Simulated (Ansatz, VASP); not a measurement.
ZrB2 in VASP and in Ansatz

File INCAR:

```
PREC     = Accurate       # precision mode
ENCUT    = 520            # plane-wave cutoff, eV
EDIFF    = 1E-7           # SCF threshold, eV
ISMEAR   = 0              # smearing method
SIGMA    = 0.15           # smearing width, eV
LREAL    = False          # projectors in reciprocal space
LASPH    = True           # aspherical terms in the spheres
NELM     = 80             # most SCF steps
ALGO     = Normal         # electronic algorithm
ISIF     = 2              # what is computed and relaxed
LWAVE    = False          # write WAVECAR
LCHARG   = True           # write CHGCAR
GGA      = PS             # functional
LELF     = True           # ELF
LVHAR    = True         
NBANDS   = 16             # bands
```

The input KPOINTS:

```
Automatic mesh
0
Gamma
  15 15 12
```

The input POSCAR:

```
ZrB2
1.0
    3.2495000000      0.0000000000      0.0000000000
   -1.6247500000      2.8141495496      0.0000000000
    0.0000000000      0.0000000000      3.6236000000
Zr B
1 2
Direct
    0.0000000000      0.0000000000      0.0000000000
    0.3333333333      0.6666666667      0.5000000000
    0.6666666667      0.3333333333      0.5000000000
```

Input for Ansatz:

```yaml
crystal:
  lattice:
    - [3.2495, 0.0, 0.0]
    - [-1.62475, 2.8141495496, 0.0]
    - [0.0, 0.0, 3.6236]
  atoms:
    - { symbol: Zr, position: [0.0, 0.0, 0.0] }
    - { symbol: B, position: [0.3333333333, 0.6666666667, 0.5] }
    - { symbol: B, position: [0.6666666667, 0.3333333333, 0.5] }
basis:
  ecutwfc: 520.0
kpoints:
  mp_grid: { grid: [15, 15, 12] }
hamiltonian:
  xc: pbesol
scf:
  occupations: { method: gaussian, width: 0.15 }
output:
  forces: true
  stress: true
  eigenvalues: true
```

Alike in both runs: task single point; functional PBEsol; k mesh 15 × 15 × 12; occupations gaussian, width 0.15 eV; no spin polarisation.

```csv
,VASP,Ansatz
version,VASP 6.6.1,Ansatz 0.2.0
potentials or method,"VASP PAW PBE potentials, release 64 (Zr_sv, B), cutoff 520 eV","scalar-relativistic, plane waves, PAW"
valence electrons in the cell,18,18
```

|  | VASP | Ansatz | Ansatz less VASP |
| --- | --- | --- | --- |
| gap on the k mesh at the Fermi level (eV) | none | none | - |
| pressure (GPa) | -19.0 | -19.2 | -0.26 |
| traceless stress, the component that is largest in VASP (GPa) | 0.64 | 0.65 | +0.013 |

VASP's potentials were made for PBE, not for PBEsol. A gap of «none» marks a metal or a gap that the smearing closes. With one functional, cell and mesh, what is left measures potentials, basis and numerics.
